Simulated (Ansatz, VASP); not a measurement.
**AlN in VASP and in Ansatz**

Contents of INCAR:

```
SYSTEM = AlN
AGGAC = 1.0
AGGAX = 1.0
ALDAC = 0.0
ALDAX = 1.0
ALGO = Normal
EDIFF = 1E-7
ENCUT = 520
GGA = B5
ISIF = 2
ISMEAR = 0
LASPH = .TRUE.
LCHARG = .FALSE.
LREAL = .FALSE.
LWAVE = .FALSE.
NBANDS = 16
NELM = 60
PREC = Accurate
SIGMA = 0.01
```

The input KPOINTS:

```
k-points
0
G
  12 12 6
  0 0 0
```

File POSCAR:

```
AlN
1.0
    3.3121157400      0.0000000000      0.0000000000
   -1.6560578700      2.8683763700      0.0000000000
    0.0000000000      0.0000000000      4.1875630000
Al N
2 2
Direct
    0.3333333285      0.6666666690      0.7500000000
    0.6666666715      0.3333333310      0.2500000000
    0.3333333285      0.6666666690      0.2500000000
    0.6666666715      0.3333333310      0.7500000000
```

Input for Ansatz:

```yaml
crystal:
  lattice:
    - [3.31211574, 0.0, 0.0]
    - [-1.65605787, 2.86837637, 0.0]
    - [0.0, 0.0, 4.187563]
  atoms:
    - { symbol: Al, position: [0.3333333284569946, 0.6666666689908619, 0.75] }
    - { symbol: Al, position: [0.6666666715430054, 0.33333333100913815, 0.25] }
    - { symbol: "N", position: [0.3333333284569946, 0.6666666689908619, 0.25] }
    - { symbol: "N", position: [0.6666666715430054, 0.33333333100913815, 0.75] }
kpoints:
  mp_grid:
    grid: [12, 12, 6]
hamiltonian:
  xc: blyp
scf:
  occupations:
    method: fixed
output:
  stress: true
```

Alike in both runs: task single point; functional BLYP; k mesh 12 × 12 × 6; no spin polarisation.

```csv
,VASP,Ansatz
version,VASP 6.6.1,Ansatz 0.2.0
potentials or method,"VASP PAW PBE potentials, release 64 (Al, N)","plane waves, PAW"
plane-wave cutoff (eV),520,420
occupations,"gaussian, width 0.01 eV",fixed
valence electrons in the cell,16,16
```

```csv
,VASP,Ansatz,Ansatz less VASP
pressure (GPa),3.8,3.3,-0.41
"traceless stress, the component that is largest in VASP (GPa)",1.00,1.19,+0.185
```

VASP's potentials were made for PBE, not for BLYP.
